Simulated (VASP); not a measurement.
# LiBe16 (a cell with a defect) in VASP: a series of runs, part 2 of 3

VASP 6.6.1. Earlier steps stand in the parts before.

### 3 Single point, PBE

File INCAR:

```
SYSTEM = LiBe16
  ALGO = Normal
  EDIFF = 1E-6
  ENCUT = 520
  GGA = PE
  ISIF = 2
  ISMEAR = 0
  LASPH = .True.
  LCHARG = .False.
  LREAL = Auto
  LWAVE = .False.
  NBANDS = 32
  NELM = 80
  PREC = Accurate
  SIGMA = 0.1
```

File KPOINTS:

```
k-points
0
Gamma
  4 4 3
  0 0 0
```

File POSCAR:

```
LiBe16
1.0
   -2.2900000000     -3.9663960000      0.0000000000
    3.4350000000     -1.9831980000      0.0000000000
    0.0000000000      0.0000000000      7.1768600000
Be Li
16 1
Direct
    0.7500543936      0.4848266554      0.0194614358
    0.4922283426      0.3162858529      0.2540987284
    0.7427547383      0.3862784136      0.5108412314
    0.5420821437      0.5163249226      0.7635341918
    0.4946592444     -0.0258650161      0.0031876057
    0.2485048725      0.8288402206      0.2538794124
    0.5329728192     -0.0917494160      0.4863154639
    0.1997790251      0.7884978071      0.7799270154
    0.2460049753      0.4945526619      0.0109769453
   -0.0014389471      0.3391821866      0.2603124486
    0.2618490298      0.5242810126      0.4877927116
   -0.0357299311      0.3959206573      0.7737131559
    0.0025121449      0.0119437589      0.0149696385
    0.7510710643      0.8306869686      0.2454191666
   -0.0234179774     -0.1001680257      0.5019656228
    0.7527737271      0.9656410000      0.7548494746
    0.2965524903      0.1682673080      0.6565438089
```

Potentials or basis: VASP PAW PBE potentials, release 64 (Be, Li_sv).

Run with:

```
$ cat potpaw_PBE.64/Be/POTCAR potpaw_PBE.64/Li_sv/POTCAR > POTCAR
$ mpirun -np 1 vasp_std > vasp.out
```

OUTCAR:

```text
SYSTEM = LiBe16
   EDIFF = 1E-6
   ENCUT = 520
   GGA = PE
   ISIF = 2
   ISMEAR = 0
   LASPH = .True.
   LREAL = Auto
   NELM = 80
   PREC = Accurate

 ion  position               nearest neighbor table
   1  0.750  0.485  0.019-  12 2.05   4 2.07  14 2.12  10 2.15   2 2.16  13 2.20   5 2.27   9 2.27
                             9 2.31   5 2.34
   2  0.492  0.316  0.254-  11 2.15   1 2.16   3 2.19   9 2.19   6 2.23   5 2.25  14 2.26  10 2.26
                             6 2.32  10 2.32   7 2.33  14 2.36
   3  0.743  0.386  0.511-   4 2.10   7 2.13  12 2.14  10 2.15   2 2.19  15 2.21  11 2.28   7 2.29
                            15 2.30  17 2.45
   4  0.542  0.516  0.764-   8 1.91  17 1.94  12 1.99  16 2.03   1 2.07   3 2.10   9 2.24  11 2.36
[... 17 lines left out ...]
  13  0.003  0.012  0.015-   8 2.11  14 2.14   6 2.18  10 2.19  16 2.20   1 2.20   9 2.22   5 2.26
                            12 2.31   5 2.33   9 2.34
  14  0.751  0.831  0.245-   7 2.02   1 2.12  15 2.13  13 2.14   5 2.17  10 2.26   2 2.26   6 2.28
                             6 2.30  10 2.32   2 2.36
  15  0.977  0.900  0.502-  11 1.98   7 2.04  16 2.10  17 2.12  14 2.13   6 2.19   3 2.21   8 2.28
                             3 2.30
  16  0.753  0.966  0.755-  12 1.97   4 2.03  15 2.10   5 2.14   8 2.17   7 2.19  13 2.20  17 2.35

  17  0.297  0.168  0.657-   8 1.80  11 1.87   7 1.93   4 1.94  12 1.96  15 2.12  16 2.35   3 2.45

[... 989 lines left out ...]
     29      13.4828      0.00000

 [... further k-points ...]

 [bands above 29 left out]

------------------------ aborting loop because EDIFF is reached ----------------------------------------

  FORCE on cell =-STRESS in cart. coord.  units (eV):
  Direction    XX          YY          ZZ          XY          YZ          ZX
  --------------------------------------------------------------------------------------
  -------------------------------------------------------------------------------------
  Total       13.2615961     12.5025096      6.6596045     -3.6532681      0.7440955      3.2751294
  in kB      162.9710092    153.6426383     81.8395053    -44.8948069      9.1441474     40.2478816
  external PRESSURE =     132.8177176 kB  Pullay stress =       0.0000000 kB

 VOLUME and BASIS-vectors are now :
 -----------------------------------------------------------------------------
  energy-cutoff  :      520.00
  volume of cell :      130.38
      direct lattice vectors                 reciprocal lattice vectors
    -2.290000000 -3.966396000  0.000000000    -0.109170306 -0.189088533  0.000000000
     3.435000000 -1.983198000  0.000000000     0.218340611 -0.126059022  0.000000000
     0.000000000  0.000000000  7.176860000     0.000000000  0.000000000  0.139336702

 POSITION                                       TOTAL-FORCE (eV/Angst)
 -----------------------------------------------------------------------------------
     -0.05225     -3.93652      0.13967         0.032837     -0.081155      0.098260
     -0.04076     -2.57963      1.82363        -0.018470     -0.171572      0.004777
     -0.37404     -3.71213      3.66624        -0.027430     -0.099161      0.178256
      0.53221     -3.17409      5.47978         0.294080     -0.209396      0.074761
      2.21338     -3.89392      0.02288         0.010088      0.043939     -0.192176
      2.27799     -2.62942      1.82206        -0.019064     -0.005701     -0.071658
[... 9 lines left out ...]
      1.59312     -4.90086      5.41745         0.157424     -0.008586     -0.273529
     -0.10111     -1.50995      4.71192        -0.158450     -0.189353      0.640978
 -----------------------------------------------------------------------------------
    total drift:                               -0.001009     -0.006291     -0.004926

  FREE ENERGIE OF THE ION-ELECTRON SYSTEM (eV)
  ---------------------------------------------------
  free  energy   TOTEN  =       -56.3117114661 eV

  energy  without entropy=      -56.2918706230  energy(sigma->0) =      -56.30179104
```

stdout:

```text
POSCAR found type information on POSCAR BeLi
 POSCAR found :  2 types and      17 ions
 scaLAPACK will be used
 LDA part: xc-table for (Slater+PW92), standard interpolation
 POSCAR, INCAR and KPOINTS ok, starting setup
 FFT: planning ... GRIDC
 FFT: planning ... GRID_SOFT
 FFT: planning ... GRID
 WAVECAR not read
 entering main loop
```

Run time: 2.4 min. Hardware: 1 thread of AMD EPYC 9R45 (Zen 5), shared host; peak memory 0.22 GiB.

What came out:

| Quantity | Value |
| --- | --- |
| Free energy | -56.3117 eV |
| Largest force | 0.687 eV/Å |
| Band gap on the k mesh | zero (an odd number of electrons rules out a gap without spin polarisation) |

Forces in eV/Å, atoms in the order of the input:
```
Be   0.033 -0.081  0.098
Be  -0.018 -0.172  0.005
Be  -0.027 -0.099  0.178
Be   0.294 -0.209  0.075
Be   0.010  0.044 -0.192
Be  -0.019 -0.006 -0.072
Be  -0.141  0.147 -0.235
Be   0.093  0.181 -0.022
Be  -0.176  0.060  0.029
Be  -0.206  0.106  0.053
Be   0.040  0.299 -0.086
Be  -0.220  0.103  0.191
Be   0.008  0.170 -0.104
Be  -0.083  0.102 -0.010
Be   0.414 -0.447 -0.276
Be   0.157 -0.009 -0.274
Li  -0.158 -0.189  0.641
```

Levels at points of the mesh, in eV from the Fermi level:
| k point | band 14 | band 15 | band 16 | band 17 | band 18 | band 19 | band 20 | band 21 |
| --- | --- | --- | --- | --- | --- | --- | --- | --- |
| (0.00, 0.00, 0.00) | -2.96 | -2.70 | -1.27 | -0.52 | 0.03 | 0.33 | 0.61 | 0.93 |
| (0.50, 0.00, 0.00) | -2.29 | -1.86 | -1.48 | -0.95 | -0.50 | -0.19 | 0.16 | 0.34 |
| (0.00, 0.50, 0.00) | -3.62 | -3.47 | -2.81 | -1.95 | 0.05 | 0.58 | 1.01 | 1.18 |
| (0.50, 0.50, 0.00) | -1.33 | -1.04 | -1.02 | 0.17 | 0.38 | 0.54 | 0.66 | 1.37 |

Caveat: the k points lie up to 0.40 Å⁻¹ apart, too coarse for converged energies and pressures of a metal; the cutoff is under 1.25 times the usual one of these potentials, so pressure, stress and relaxed cells hold a basis-set (Pulay) error.

### 4 Single point, PBE

File INCAR:

```
SYSTEM = LiBe16
  PREC = Accurate
  ENCUT = 520
  EDIFF = 1E-7
  ISMEAR = 0
  SIGMA = 0.1
  LREAL = Auto
  LASPH = .TRUE.
  NELM = 100
  ALGO = Normal
  ISIF = 2
  LWAVE = .FALSE.
  LCHARG = .FALSE.
  GGA = PE
  NBANDS = 32
```

File KPOINTS:

```
Automatic mesh
0
G
  4 4 3
  0 0 0
```

File POSCAR:

```
LiBe16
1.0
   -2.2900000000     -3.9663960000      0.0000000000
    3.4350000000     -1.9831980000      0.0000000000
    0.0000000000      0.0000000000      7.1768600000
Be Li
16 1
Direct
    0.7470385664      0.4715299322      0.0186339151
    0.4897467875      0.3094442921      0.2548631296
    0.7387194444      0.3995754083      0.5086330234
    0.5493455020      0.5527199999      0.7616081406
    0.4935234947     -0.0371983107      0.0039535396
    0.2461969359      0.8192608394      0.2538530778
    0.5219258845     -0.0895824525      0.4887677898
    0.1852343077      0.7812595530      0.7743592602
    0.2454851909      0.4896780457      0.0103040884
   -0.0039492703      0.3296384778      0.2592224176
    0.2515342648      0.5070767005      0.4906428438
   -0.0390692887      0.3875983490      0.7693786698
    0.0039028697      0.0079672697      0.0151751602
    0.7489422988      0.8217688106      0.2494074010
   -0.0118253510     -0.0686416460      0.5028256090
    0.7601565591      0.9721838487      0.7574460140
    0.3273857411      0.1766265930      0.6904518132
```

Potentials or basis: VASP PAW PBE potentials, release 64 (Be, Li_sv).

Run with:

```
$ cat potpaw_PBE.64/Be/POTCAR potpaw_PBE.64/Li_sv/POTCAR > POTCAR
$ mpirun -np 1 vasp_std > vasp.out
```

OUTCAR:

```text
SYSTEM = LiBe16
   PREC = Accurate
   ENCUT = 520
   EDIFF = 1E-7
   ISMEAR = 0
   LREAL = Auto
   LASPH = .TRUE.
   NELM = 100
   ISIF = 2
   GGA = PE

 ion  position               nearest neighbor table
   1  0.747  0.472  0.019-  12 2.07   4 2.08  10 2.14  14 2.16   2 2.16  13 2.18   5 2.27   9 2.28
                             9 2.30   5 2.33
   2  0.490  0.309  0.255-  11 2.16   1 2.16   3 2.18   9 2.20   6 2.24  10 2.26   5 2.27  14 2.27
                             6 2.31   7 2.31  10 2.32  14 2.35
   3  0.739  0.400  0.509-   4 2.10  12 2.13  10 2.16   2 2.18  15 2.18   7 2.18   7 2.26  11 2.28
                            17 2.46
[... 1030 lines left out ...]
  in kB      145.5093245    168.6432317     62.2018990    -48.9686744      5.3995570     27.9717494
  external PRESSURE =     125.4514851 kB  Pullay stress =       0.0000000 kB

 VOLUME and BASIS-vectors are now :
 -----------------------------------------------------------------------------
  energy-cutoff  :      520.00
  volume of cell :      130.38
      direct lattice vectors                 reciprocal lattice vectors
    -2.290000000 -3.966396000  0.000000000    -0.109170306 -0.189088533  0.000000000
     3.435000000 -1.983198000  0.000000000     0.218340611 -0.126059022  0.000000000
     0.000000000  0.000000000  7.176860000     0.000000000  0.000000000  0.139336702

 POSITION                                       TOTAL-FORCE (eV/Angst)
 -----------------------------------------------------------------------------------
     -0.09101     -3.89819      0.13373        -0.005181     -0.036774      0.026323
     -0.05858     -2.55622      1.82912        -0.048693     -0.077184     -0.022970
     -0.31913     -3.72249      3.65039         0.128081     -0.097461      0.056217
      0.64059     -3.27508      5.46595         0.477408     -0.359559     -0.020462
      2.17705     -3.86694      0.02837        -0.059833      0.093955     -0.168281
      2.25037     -2.60127      1.82187        -0.080922      0.039678     -0.097995
[... 9 lines left out ...]
      1.59869     -4.94311      5.43608         0.069278     -0.048824     -0.214510
     -0.14300     -1.64883      4.95528        -0.225102     -0.388012      0.897837
 -----------------------------------------------------------------------------------
    total drift:                               -0.003629     -0.006780      0.001608

  FREE ENERGIE OF THE ION-ELECTRON SYSTEM (eV)
  ---------------------------------------------------
  free  energy   TOTEN  =       -56.8198506887 eV

  energy  without entropy=      -56.8088848524  energy(sigma->0) =      -56.81436777
```

OSZICAR:

```text
N       E                     dE             d eps       ncg     rms          rms(c)
DAV:   1     0.691483520650E+02    0.69148E+02   -0.13748E+04  1664   0.970E+02
DAV:   2    -0.482451092829E+02   -0.11739E+03   -0.10981E+03  2024   0.200E+02
DAV:   3    -0.577030934188E+02   -0.94580E+01   -0.92334E+01  2832   0.424E+01
DAV:   4    -0.581795213189E+02   -0.47643E+00   -0.46993E+00  2376   0.771E+00
DAV:   5    -0.581855375521E+02   -0.60162E-02   -0.60153E-02  2288   0.105E+00    0.468E+00
DAV:   6    -0.569892134264E+02    0.11963E+01   -0.15748E+00  2072   0.677E+00    0.249E+00
DAV:   7    -0.568580378700E+02    0.13118E+00   -0.44787E-01  2120   0.303E+00    0.142E+00
DAV:   8    -0.568199106695E+02    0.38127E-01   -0.68186E-02  2480   0.143E+00    0.481E-01
DAV:   9    -0.568196937961E+02    0.21687E-03   -0.84266E-03  2224   0.544E-01    0.129E-01
DAV:  10    -0.568198212974E+02   -0.12750E-03   -0.96001E-04  2384   0.201E-01    0.241E-02
DAV:  11    -0.568198444331E+02   -0.23136E-04   -0.90619E-05  2344   0.637E-02    0.631E-03
DAV:  12    -0.568198492798E+02   -0.48467E-05   -0.11323E-05  2312   0.212E-02    0.220E-03
DAV:  13    -0.568198504150E+02   -0.11352E-05   -0.11930E-06  2168   0.709E-03    0.890E-04
DAV:  14    -0.568198507025E+02   -0.28753E-06   -0.34978E-07  2112   0.418E-03    0.385E-04
DAV:  15    -0.568198506887E+02    0.13821E-07   -0.41738E-08  1440   0.147E-03
   1 F= -.56819851E+02 E0= -.56814368E+02  d E =-.109658E-01
```

stdout:

```text
POSCAR found type information on POSCAR BeLi
 POSCAR found :  2 types and      17 ions
 scaLAPACK will be used
 LDA part: xc-table for (Slater+PW92), standard interpolation
 POSCAR, INCAR and KPOINTS ok, starting setup
 FFT: planning ... GRIDC
 FFT: planning ... GRID_SOFT
 FFT: planning ... GRID
 WAVECAR not read
 entering main loop
```

Run time: 2.6 min. Hardware: 1 thread of AMD EPYC 9R45 (Zen 5), shared host; peak memory 0.22 GiB.

What came out:

| Property | Result |
| --- | --- |
| Free energy | -56.8199 eV |
| Largest force | 1.004 eV/Å |
| Band gap on the k mesh | zero (an odd number of electrons rules out a gap without spin polarisation) |

Forces in eV/Å, atoms in the order of the input:
```
Be  -0.005 -0.037  0.026
Be  -0.049 -0.077 -0.023
Be   0.128 -0.097  0.056
Be   0.477 -0.360 -0.020
Be  -0.060  0.094 -0.168
Be  -0.081  0.040 -0.098
Be   0.052  0.203 -0.022
Be   0.051  0.342 -0.128
Be  -0.196  0.052 -0.056
Be  -0.205  0.124 -0.027
Be  -0.103  0.393  0.006
Be  -0.171  0.188  0.086
Be  -0.014  0.136 -0.103
Be  -0.119  0.088 -0.026
Be   0.450 -0.653 -0.186
Be   0.069 -0.049 -0.215
Li  -0.225 -0.388  0.898
```

Caveat: the k points lie up to 0.40 Å⁻¹ apart, too coarse for converged energies and pressures of a metal; the cutoff is under 1.25 times the usual one of these potentials, so pressure, stress and relaxed cells hold a basis-set (Pulay) error.

(Continued in part 3 of 3.)
